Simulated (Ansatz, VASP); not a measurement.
One calculation of Fe, two programs

```
Fe
1.0
     2.42394    0.00000    0.00000
    -1.21197    2.09919    0.00000
     0.00000    0.00000    7.79962
Fe
4
Direct
  0.00000 0.00000 0.00000
  0.00000 0.00000 0.50000
  0.33333 0.66667 0.25000
  0.66667 0.33333 0.75000
```

Alike in both runs: functional r2SCAN; k mesh 14 × 14 × 4; occupations fermi-dirac, width 0.1 eV; no spin polarisation.

Ansatz relaxed the structure, and its values are those at the end. VASP's run is a single point on that final structure, the one shown.

|  | VASP | Ansatz |
| --- | --- | --- |
| version | VASP 6.6.1 | Ansatz 0.2.0 |
| potentials or method | VASP PAW PBE potentials, release 64 (Fe), cutoff 520 eV | plane waves (500 eV) with PAW, scalar-relativistic |
| valence electrons in the cell | 32 | 64 |

```tsv
	VASP	Ansatz	Ansatz less VASP
pressure (GPa)	0.5	0.0	-0.51
```

VASP's potentials were made for PBE, not for r2SCAN. The functional is the same, so the differences come from potentials, cutoffs and numerics. VASP's potentials hold 32 valence electrons a cell and Ansatz's 64, so a difference there can come from the potentials and not from the codes.
